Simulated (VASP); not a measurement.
Wanted: the native input for a VASP 6.6.1 run.

| Quantity | Value |
| --- | --- |
| Task | single point |
| Functional | PBEsol |
| Potentials or basis | VASP PAW PBE potentials, release 64 (Mo_sv, P) |
| Cutoff | 400 eV |
| k mesh | 11 × 6 × 1 |
| Occupations | gaussian, width 0.1 eV |
| Spin | no spin polarisation |
| Dipole correction | yes |
| Further INCAR settings | ALGO = Normal; EDIFF = 1e-06; NBANDS = 80; NELMDL = -8 |

The structure of MoP lies in POSCAR:

```
MoP
1.0
    3.1741350971      0.0000000000      0.0000000000
    0.0000000000      5.5533613671      0.0000000000
    0.0000000000      0.0000000000     24.6187040406
Mo P
7 7
Direct
    0.0000000000      0.5000000000      0.3046464179
    0.0000000000      0.0000000000      0.3697642786
    0.0000000000      0.5000000000      0.4348821393
    0.0000000000      0.0000000000      0.5000000000
    0.0000000000      0.5000000000      0.5651178607
    0.0000000000      0.0000000000      0.6302357214
    0.0000000000      0.5000000000      0.6953535821
    0.5000000000      0.1666666667      0.3046464179
    0.5000000000      0.6666666667      0.3697642786
    0.5000000000      0.1666666667      0.4348821393
    0.5000000000      0.6666666667      0.5000000000
    0.5000000000      0.1666666667      0.5651178607
    0.5000000000      0.6666666667      0.6302357214
    0.5000000000      0.1666666667      0.6953535821
```

The input as run:

INCAR

```
SYSTEM = MoP
PREC = Accurate
ENCUT = 400
EDIFF = 1E-6
ISMEAR = 0
SIGMA = 0.1
LREAL = .FALSE.
LASPH = .TRUE.
NELM = 120
ALGO = Normal
ISIF = 2
LWAVE = .FALSE.
LCHARG = .TRUE.
LDIPOL = .TRUE.
IDIPOL = 3
DIPOL = 0.5 0.5 0.500
GGA = PS
LELF = .TRUE.
LVHAR = .TRUE.
LVACPOTAV = .TRUE.
NBANDS = 80
GGA_COMPAT = .FALSE.
NELMDL = -8
```

KPOINTS

```
Automatic mesh
0
G
  11 6 1
  0 0 0
```

Potentials or basis: VASP PAW PBE potentials, release 64 (Mo_sv, P).

Launch:

```bash
$ cat potpaw_PBE.64/Mo_sv/POTCAR potpaw_PBE.64/P/POTCAR > POTCAR
$ mpirun -np 1 vasp_std > vasp.out
```

Results of the run:

```json
{
 "Largest force": "1.954 eV/Å",
 "Band gap on the k mesh": "zero (an odd number of electrons rules out a gap without spin polarisation)"
}
```

Caveat: the PAW data sets were made with another functional, which shifts forces and pressure a little.

Run time: 29 min on 1 thread of Intel(R) Xeon(R) Platinum 8259CL CPU @ 2.50GHz (Skylake/Cascade Lake), with other jobs on the host, peak memory 0.6 GiB.
